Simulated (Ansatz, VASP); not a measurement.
CO2 in VASP and in Ansatz

```
C O
1.0
     5.85730    0.00000    0.00000
     0.00000    5.85730    0.00000
     0.00000    0.00000    5.85730
C O
4 8
Direct
  0.00000 0.00000 0.00000
  0.50000 0.00000 0.50000
  0.50000 0.50000 0.00000
  0.00000 0.50000 0.50000
  0.11148 0.11148 0.11148
  0.38852 0.88852 0.61148
  0.61148 0.38852 0.88852
  0.88852 0.61148 0.38852
  0.88852 0.88852 0.88852
  0.61148 0.11148 0.38852
  0.38852 0.61148 0.11148
  0.11148 0.38852 0.61148
```

Alike in both runs: task single point; functional PBE; k mesh 4 × 4 × 4; occupations gaussian, width 0.05 eV; no spin polarisation.

|  | VASP | Ansatz |
| --- | --- | --- |
| version | VASP 6.6.1 | Ansatz 0.2.0 |
| potentials or method | VASP PAW PBE potentials, release 64 (C, O), cutoff 520 eV | scalar-relativistic, plane waves, PAW |
| valence electrons in the cell | 64 | 64 |

```tsv
	VASP	Ansatz	Ansatz less VASP
gap on the k mesh at the Fermi level (eV)	6.96	6.98	+0.012
least direct gap on the mesh (eV)	6.96	6.98	+0.012
pressure (GPa)	12.8	11.0	-1.76
rms of the force components (eV/Å)	2.511	2.111	-0.4002
```

Atom by atom the forces differ by 0.400 eV/Å (rms over components). With one functional, cell and mesh, what is left measures potentials, basis and numerics.

Noted on VASP's run: the standard files for N, O and F lose accuracy on very short bonds.
